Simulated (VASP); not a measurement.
# In3Cu (R-3m) in VASP: notebook, part 2 of 2

VASP 6.6.1. Earlier steps stand in the parts before.

### Step 4. Single point, LDA

INCAR

```
SYSTEM = In3Cu
ALGO     = Fast           ! electronic algorithm
EDIFF    = 1E-6           ! SCF threshold, eV
ENCUT    = 520            ! plane-wave cutoff, eV
ISIF     = 2              ! what is computed and relaxed
ISMEAR   = 0              ! smearing method
LASPH    = .True.         ! aspherical terms in the spheres
LCHARG   = .True.         ! write CHGCAR
LELF     = .True.         ! ELF
LREAL    = .False.        ! projectors in reciprocal space
LVHAR    = .True.       
LWAVE    = .False.        ! write WAVECAR
NBANDS   = 33             ! bands
NELM     = 60             ! most SCF steps
PREC     = Accurate       ! precision mode
SIGMA    = 0.15           ! smearing width, eV
```

KPOINTS

```
k-points
0
Gamma
  10 10 10
  0 0 0
```

POSCAR

```
In3Cu
1.0
    4.3706526212     -0.0770942796     -0.0770942796
   -0.0770942796      4.3706526212     -0.0770942796
   -0.0770942796     -0.0770942796      4.3706526212
In Cu
3 1
Direct
    0.0000000000      0.5000000000      0.5000000000
    0.5000000000      0.0000000000      0.5000000000
    0.5000000000      0.5000000000      0.0000000000
    0.0000000000      0.0000000000      0.0000000000
```

Potentials or basis: VASP PAW LDA potentials, release 64 (In_d, Cu).

Run with:

```bash
> cat potpaw_LDA.64/In_d/POTCAR potpaw_LDA.64/Cu/POTCAR > POTCAR
> mpirun -np 1 vasp_std > vasp.out
```

OUTCAR:

```text
SYSTEM = In3Cu
   EDIFF = 1E-6
   ENCUT = 520
   ISIF = 2
   ISMEAR = 0
   LASPH = .True.
   LREAL = .False.
   NELM = 60
   PREC = Accurate

 ion  position               nearest neighbor table
   1  0.000  0.500  0.500-   2 3.04   3 3.04   4 3.04   4 3.04   3 3.04   2 3.04   4 3.15   3 3.15
                             2 3.15   3 3.15   4 3.15   2 3.15
   2  0.500  0.000  0.500-   1 3.04   3 3.04   4 3.04   3 3.04   4 3.04   1 3.04   3 3.15   3 3.15
                             1 3.15   4 3.15   4 3.15   1 3.15
   3  0.500  0.500  0.000-   1 3.04   2 3.04   4 3.04   2 3.04   1 3.04   4 3.04   4 3.15   1 3.15
[... 1071 lines left out ...]
  --------------------------------------------------------------------------------------
  -------------------------------------------------------------------------------------
  Total       -0.8986279     -0.8986279     -0.8986279     -0.0079963     -0.0079963     -0.0079963
  in kB      -17.2608405    -17.2608405    -17.2608405     -0.1535929     -0.1535929     -0.1535929
  external PRESSURE =     -17.2608405 kB  Pullay stress =       0.0000000 kB

 VOLUME and BASIS-vectors are now :
 -----------------------------------------------------------------------------
  energy-cutoff  :      520.00
  volume of cell :       83.41
      direct lattice vectors                 reciprocal lattice vectors
     4.370652621 -0.077094280 -0.077094280     0.228943807  0.004110869  0.004110869
    -0.077094280  4.370652621 -0.077094280     0.004110869  0.228943807  0.004110869
    -0.077094280 -0.077094280  4.370652621     0.004110869  0.004110869  0.228943807

 POSITION                                       TOTAL-FORCE (eV/Angst)
 -----------------------------------------------------------------------------------
     -0.07709      2.14678      2.14678        -0.000000      0.000000      0.000000
      2.14678     -0.07709      2.14678        -0.000000      0.000000     -0.000000
      2.14678      2.14678     -0.07709         0.000000     -0.000000      0.000000
      0.00000      0.00000      0.00000         0.000000     -0.000000      0.000000
 -----------------------------------------------------------------------------------
    total drift:                                0.000000      0.000000      0.000000

  FREE ENERGIE OF THE ION-ELECTRON SYSTEM (eV)
  ---------------------------------------------------
  free  energy   TOTEN  =       -13.6182472566 eV

  energy  without entropy=      -13.6019146792  energy(sigma->0) =      -13.61008097
```

OSZICAR:

```text
N       E                     dE             d eps       ncg     rms          rms(c)
DAV:   1     0.475451345102E+03    0.47545E+03   -0.23759E+04  7704   0.231E+03
DAV:   2     0.376815980615E+02   -0.43777E+03   -0.42654E+03  7656   0.483E+02
DAV:   3    -0.126475880957E+02   -0.50329E+02   -0.49094E+02  8842   0.193E+02
[... 12 lines left out ...]
RMM:  16    -0.136182483383E+02   -0.27710E-05   -0.29688E-05  9516   0.262E-02    0.324E-02
RMM:  17    -0.136182474633E+02    0.87498E-06   -0.10661E-05  8758   0.210E-02    0.310E-02
RMM:  18    -0.136182516128E+02   -0.41495E-05   -0.29619E-05 10825   0.548E-02    0.888E-02
RMM:  19    -0.136182472302E+02    0.43826E-05   -0.10205E-05  9044   0.381E-02    0.281E-02
RMM:  20    -0.136182472566E+02   -0.26440E-07   -0.88404E-06  8472   0.360E-02
   1 F= -.13618247E+02 E0= -.13610081E+02  d E =-.163326E-01
```

stdout:

```text
POSCAR found type information on POSCAR InCu
 POSCAR found :  2 types and       4 ions
 scaLAPACK will be used
 LDA part: xc-table for (Slater(with rela. corr.)+CA(PZ))
 , standard interpolation
 POSCAR, INCAR and KPOINTS ok, starting setup
 FFT: planning ... GRIDC
 FFT: planning ... GRID_SOFT
 FFT: planning ... GRID
 WAVECAR not read
 entering main loop
```

Wall time 6.2 min (1 thread of AMD EPYC 7R13 (Zen 3), shared host); peak memory 0.34 GiB.

What came out:

| Quantity | Value |
| --- | --- |
| Free energy | -13.6182 eV |
| Pressure | -1.7 GPa |
| Band gap on the k mesh | zero (band 25 reaches 10.48 eV, above the bottom of band 26 at 6.18 eV) |

Levels at points of the mesh, in eV from the Fermi level:
```csv
k point,band 23,band 24,band 25,band 26,band 27,band 28
"(0.00, 0.00, 0.00)",-2.11,-1.98,-0.58,-0.58,0.65,4.63
"(0.50, 0.00, 0.00)",-0.59,0.27,0.40,0.97,1.30,1.34
"(0.50, 0.50, 0.00)",-2.55,-2.42,2.25,2.27,2.88,3.09
"(0.50, 0.50, 0.50)",-2.62,-2.62,-2.05,-2.05,-1.95,-1.15
```

Caveat: spin-orbit coupling is left out, which moves the levels of the heavy elements.

### Step 5. Single point, LDA

This run uses another cell than the first one, of 21.39 Å³/atom, 1.026 times its volume.

INCAR

```
  PREC = Accurate
  ENCUT = 520
  EDIFF = 1E-6
  ISMEAR = 0
  SIGMA = 0.15
  LREAL = F
  LASPH = T
  NELM = 60
  ALGO = Fast
  ISIF = 2
  LWAVE = F
  LCHARG = F
  NBANDS = 33
```

KPOINTS

```
Automatic mesh
0
Gamma
  10 10 10
```

POSCAR

```
In3Cu
1.0
    4.4099167106      0.1194188569      0.1194188569
    0.1194188569      4.4099167106      0.1194188569
    0.1194188569      0.1194188569      4.4099167106
In Cu
3 1
Direct
    0.0000000000      0.5000000000      0.5000000000
    0.5000000000      0.0000000000      0.5000000000
    0.5000000000      0.5000000000      0.0000000000
    0.0000000000      0.0000000000      0.0000000000
```

Potentials or basis: VASP PAW LDA potentials, release 64 (In_d, Cu).

Run with:

```bash
> cat potpaw_LDA.64/In_d/POTCAR potpaw_LDA.64/Cu/POTCAR > POTCAR
> mpirun -np 1 vasp_std > vasp.out
```

OUTCAR:

```text
PREC = Accurate
   ENCUT = 520
   EDIFF = 1E-6
   ISMEAR = 0
   LREAL = F
   LASPH = T
   NELM = 60
   ISIF = 2

 ion  position               nearest neighbor table
   1  0.000  0.500  0.500-   3 3.03   4 3.03   2 3.03   4 3.03   2 3.03   3 3.03   2 3.20   4 3.20
                             3 3.20   4 3.20   3 3.20   2 3.20
   2  0.500  0.000  0.500-   3 3.03   4 3.03   1 3.03   3 3.03   1 3.03   4 3.03   1 3.20   3 3.20
                             3 3.20   4 3.20   4 3.20   1 3.20
   3  0.500  0.500  0.000-   1 3.03   2 3.03   2 3.03   4 3.03   1 3.03   4 3.03   1 3.20   2 3.20
                             2 3.20   4 3.20   1 3.20   4 3.20
   4  0.000  0.000  0.000-   1 3.03   2 3.03   1 3.03   3 3.03   2 3.03   3 3.03   1 3.20   1 3.20
                             2 3.20   3 3.20   2 3.20   3 3.20

  LATTYP: Found a trigonal (rhomboedric) cell.
 ALAT       =     4.4131493427
 COS(alpha) =     0.0548121522

  Lattice vectors:

 A1 = (   4.4099167106,   0.1194188569,   0.1194188569)
 A2 = (   0.1194188569,   4.4099167106,   0.1194188569)
 A3 = (   0.1194188569,   0.1194188569,   4.4099167106)

Analysis of symmetry for initial positions (statically):
=====================================================================
 Subroutine PRICEL returns:
 Original cell was already a primitive cell.

[... 171 lines left out ...]
  free energy    TOTEN  =       -13.57329742 eV

  energy without entropy =      -13.55480398  energy(sigma->0) =      -13.56405070

 E-fermi :   7.8883     XC(G=0): -11.1661

 val. band max:        7.8847138393   @ k =  -0.3000   0.1000  -0.0000
 cond. band min:       7.8932555212   @ k =  -0.4000   0.4000   0.1000
 fundamental gap:      0.0085416819
 Fermi energy:         7.8883021627

 k-point     1 :       0.0000    0.0000    0.0000
  band No.  band energies     occupation
      1      -7.1883      2.00000
      2      -7.1110      2.00000
      3      -7.0978      2.00000
      4      -7.0978      2.00000
      5      -6.8476      2.00000
      6      -6.8476      2.00000
[... 853 lines left out ...]
     32      13.6806      0.00000
     33      15.0113      0.00000

 [... further k-points ...]
[... 5 lines left out ...]
  --------------------------------------------------------------------------------------
  -------------------------------------------------------------------------------------
  Total       -1.4693906     -1.4693906     -1.4693906     -0.2311246     -0.2311246     -0.2311246
  in kB      -27.5103329    -27.5103329    -27.5103329     -4.3271774     -4.3271774     -4.3271774
  external PRESSURE =     -27.5103329 kB  Pullay stress =       0.0000000 kB

 VOLUME and BASIS-vectors are now :
 -----------------------------------------------------------------------------
  energy-cutoff  :      520.00
  volume of cell :       85.58
      direct lattice vectors                 reciprocal lattice vectors
     4.409916711  0.119418857  0.119418857     0.227085918 -0.005987267 -0.005987267
     0.119418857  4.409916711  0.119418857    -0.005987267  0.227085918 -0.005987267
     0.119418857  0.119418857  4.409916711    -0.005987267 -0.005987267  0.227085918

 POSITION                                       TOTAL-FORCE (eV/Angst)
 -----------------------------------------------------------------------------------
      0.11942      2.26467      2.26467         0.000000     -0.000000     -0.000000
      2.26467      0.11942      2.26467         0.000000      0.000000      0.000000
      2.26467      2.26467      0.11942        -0.000000     -0.000000     -0.000000
      0.00000      0.00000      0.00000         0.000000     -0.000000     -0.000000
 -----------------------------------------------------------------------------------
    total drift:                                0.000000      0.000000      0.000000

  FREE ENERGIE OF THE ION-ELECTRON SYSTEM (eV)
  ---------------------------------------------------
  free  energy   TOTEN  =       -13.5732974152 eV

  energy  without entropy=      -13.5548039829  energy(sigma->0) =      -13.56405070
```

stdout:

```text
POSCAR found type information on POSCAR InCu
 POSCAR found :  2 types and       4 ions
 scaLAPACK will be used
 LDA part: xc-table for (Slater(with rela. corr.)+CA(PZ))
 , standard interpolation
 POSCAR, INCAR and KPOINTS ok, starting setup
 FFT: planning ... GRIDC
 FFT: planning ... GRID_SOFT
 FFT: planning ... GRID
 WAVECAR not read
 entering main loop
```

Run time: 17 min. Hardware: 1 thread of AMD EPYC 7R13, shared host; peak memory 0.35 GiB.

Results:

```yaml
Free_energy: -13.5733 eV
Pressure: -2.8 GPa
Band_gap_on_the_k_mesh: zero (band 25 reaches 9.78 eV, above the bottom of band 26 at 6.00 eV)
```

Caveat: spin-orbit coupling is left out, which moves the levels of the heavy elements.

### Step 6. Single point, LDA

This run uses another cell than the first one, of 21.39 Å³/atom, 1.026 times its volume.

INCAR

```
SYSTEM = In3Cu
ALGO = Fast
EDIFF = 1E-6
ENCUT = 520
ISIF = 2
ISMEAR = 0
LASPH = .True.
LCHARG = .True.
LELF = .True.
LREAL = .False.
LVHAR = .True.
LWAVE = .False.
NBANDS = 33
NELM = 80
PREC = Accurate
SIGMA = 0.15
```

KPOINTS

```
k-points
0
Gamma
  10 10 10
  0 0 0
```

POSCAR

```
In3Cu
1.0
    4.4098551170     -0.1161679247     -0.1161679247
   -0.1161679247      4.4098551170     -0.1161679247
   -0.1161679247     -0.1161679247      4.4098551170
In Cu
3 1
Direct
    0.0000000000      0.5000000000      0.5000000000
    0.5000000000      0.0000000000      0.5000000000
    0.5000000000      0.5000000000      0.0000000000
    0.0000000000      0.0000000000      0.0000000000
```

Potentials or basis: VASP PAW LDA potentials, release 64 (In_d, Cu).

Run with:

```bash
> cat potpaw_LDA.64/In_d/POTCAR potpaw_LDA.64/Cu/POTCAR > POTCAR
> mpirun -np 1 vasp_std > vasp.out
```

OUTCAR:

```text
SYSTEM = In3Cu
   EDIFF = 1E-6
   ENCUT = 520
   ISIF = 2
   ISMEAR = 0
   LASPH = .True.
   LREAL = .False.
   NELM = 80
   PREC = Accurate

 ion  position               nearest neighbor table
   1  0.000  0.500  0.500-   2 3.04   3 3.04   4 3.04   4 3.04   3 3.04   2 3.04   4 3.20   3 3.20
                             2 3.20   3 3.20   4 3.20   2 3.20
   2  0.500  0.000  0.500-   1 3.04   3 3.04   4 3.04   3 3.04   4 3.04   1 3.04   3 3.20   3 3.20
                             1 3.20   4 3.20   4 3.20   1 3.20
   3  0.500  0.500  0.000-   1 3.04   2 3.04   4 3.04   2 3.04   1 3.04   4 3.04   4 3.20   1 3.20
                             1 3.20   4 3.20   2 3.20   2 3.20
   4  0.000  0.000  0.000-   1 3.04   2 3.04   3 3.04   1 3.04   2 3.04   3 3.04   3 3.20   1 3.20
                             2 3.20   3 3.20   2 3.20   1 3.20

  LATTYP: Found a trigonal (rhomboedric) cell.
 ALAT       =     4.4129142442
 COS(alpha) =    -0.0519195955

  Lattice vectors:

 A1 = (   4.4098551170,  -0.1161679247,  -0.1161679247)
 A2 = (  -0.1161679247,   4.4098551170,  -0.1161679247)
 A3 = (  -0.1161679247,  -0.1161679247,   4.4098551170)
[... 175 lines left out ...]
  ext. energy  EPLUGINS =         0.00000000
  ---------------------------------------------------
  free energy    TOTEN  =       -13.59105638 eV

  energy without entropy =      -13.57406374  energy(sigma->0) =      -13.58256006

 E-fermi :   7.8984     XC(G=0): -11.1669

 val. band max:        7.8911200244   @ k =  -0.3000   0.3000   0.0000
 cond. band min:       7.9046934914   @ k =  -0.4000  -0.4000   0.2000
 fundamental gap:      0.0135734670
 Fermi energy:         7.8983914333

 k-point     1 :       0.0000    0.0000    0.0000
  band No.  band energies     occupation
      1      -7.1457      2.00000
      2      -7.1457      2.00000
      3      -7.1399      2.00000
      4      -7.0519      2.00000
      5      -6.8535      2.00000
      6      -6.8535      2.00000
[... 853 lines left out ...]
     32      14.2161      0.00000
     33      14.8220      0.00000

 [... further k-points ...]
[... 5 lines left out ...]
  --------------------------------------------------------------------------------------
  -------------------------------------------------------------------------------------
  Total       -1.7698362     -1.7698362     -1.7698362     -0.0733490     -0.0733490     -0.0733490
  in kB      -33.1353582    -33.1353582    -33.1353582     -1.3732607     -1.3732607     -1.3732607
  external PRESSURE =     -33.1353582 kB  Pullay stress =       0.0000000 kB

 VOLUME and BASIS-vectors are now :
 -----------------------------------------------------------------------------
  energy-cutoff  :      520.00
  volume of cell :       85.58
      direct lattice vectors                 reciprocal lattice vectors
     4.409855117 -0.116167925 -0.116167925     0.227088520  0.006143997  0.006143997
    -0.116167925  4.409855117 -0.116167925     0.006143997  0.227088520  0.006143997
    -0.116167925 -0.116167925  4.409855117     0.006143997  0.006143997  0.227088520

 POSITION                                       TOTAL-FORCE (eV/Angst)
 -----------------------------------------------------------------------------------
     -0.11617      2.14684      2.14684        -0.000000     -0.000000     -0.000000
      2.14684     -0.11617      2.14684        -0.000000      0.000000     -0.000000
      2.14684      2.14684     -0.11617         0.000000     -0.000000      0.000000
      0.00000      0.00000      0.00000         0.000000      0.000000     -0.000000
 -----------------------------------------------------------------------------------
    total drift:                                0.000000      0.000000      0.000000

  FREE ENERGIE OF THE ION-ELECTRON SYSTEM (eV)
  ---------------------------------------------------
  free  energy   TOTEN  =       -13.5910563761 eV

  energy  without entropy=      -13.5740637407  energy(sigma->0) =      -13.58256006
```

stdout:

```text
POSCAR found type information on POSCAR InCu
 POSCAR found :  2 types and       4 ions
 scaLAPACK will be used
 LDA part: xc-table for (Slater(with rela. corr.)+CA(PZ))
 , standard interpolation
 POSCAR, INCAR and KPOINTS ok, starting setup
 FFT: planning ... GRIDC
 FFT: planning ... GRID_SOFT
 FFT: planning ... GRID
 WAVECAR not read
 entering main loop
```

Run time: 15 min. Hardware: 1 thread of AMD EPYC 7R13, shared host; peak memory 0.35 GiB.

Results:

| Property | Result |
| --- | --- |
| Free energy | -13.5911 eV |
| Pressure | -3.3 GPa |
| Band gap on the k mesh | zero (band 25 reaches 9.96 eV, above the bottom of band 26 at 5.86 eV) |

Levels at points of the mesh, in eV from the Fermi level:
| k point | band 21 | band 22 | band 23 | band 24 | band 25 | band 26 | band 27 | band 28 | band 29 | band 30 |
| --- | --- | --- | --- | --- | --- | --- | --- | --- | --- | --- |
| (0.00, 0.00, 0.00) | -2.61 | -2.04 | -2.04 | -1.84 | -0.64 | -0.64 | 0.63 | 4.27 | 4.78 | 4.78 |
| (0.50, 0.00, 0.00) | -2.64 | -2.58 | -0.77 | 0.20 | 0.30 | 0.91 | 1.47 | 1.50 | 2.46 | 2.68 |
| (0.50, 0.50, 0.00) | -2.82 | -2.58 | -2.49 | -2.36 | 2.06 | 2.09 | 2.78 | 2.99 | 3.15 | 3.19 |
| (0.50, 0.50, 0.50) | -3.23 | -2.73 | -2.56 | -2.56 | -2.04 | -2.04 | -1.94 | -1.00 | 9.40 | 9.40 |

Caveat: spin-orbit coupling is left out, which moves the levels of the heavy elements.

### Step 7. Overview

| cell | further INCAR settings | gap on the mesh (eV) | pressure (GPa) |
| --- | --- | --- | --- |
| a = 4.376 Å, angles 86.9°, 4 atoms | ALGO = Fast; EDIFF = 1e-06; NBANDS = 33 | none | -1.5 |
| a = 4.372 Å, angles 87.9°, 4 atoms | ALGO = Fast; EDIFF = 1e-07; NBANDS = 33 | none | -1.5 |
| a = 4.372 Å, angles 92.0°, 4 atoms | ALGO = Fast; EDIFF = 1e-06; NBANDS = 33 | none | -1.7 |
| a = 4.413 Å, angles 86.9°, 4 atoms | ALGO = Fast; EDIFF = 1e-06; NBANDS = 33 | none | -2.8 |
| a = 4.413 Å, angles 93.0°, 4 atoms | ALGO = Fast; EDIFF = 1e-06; NBANDS = 33 | none | -3.3 |

Alike in all rows: task single point; level LDA; potentials or basis VASP PAW LDA potentials, release 64 (In_d, Cu); no spin polarisation; k mesh 10 × 10 × 10; cutoff (eV) 520; smearing gaussian 0.15 eV.

Caveats: spin-orbit coupling is left out, which moves the levels of the heavy elements.

Total energies depend on the potentials used, so only differences within one code and one set of settings carry meaning.
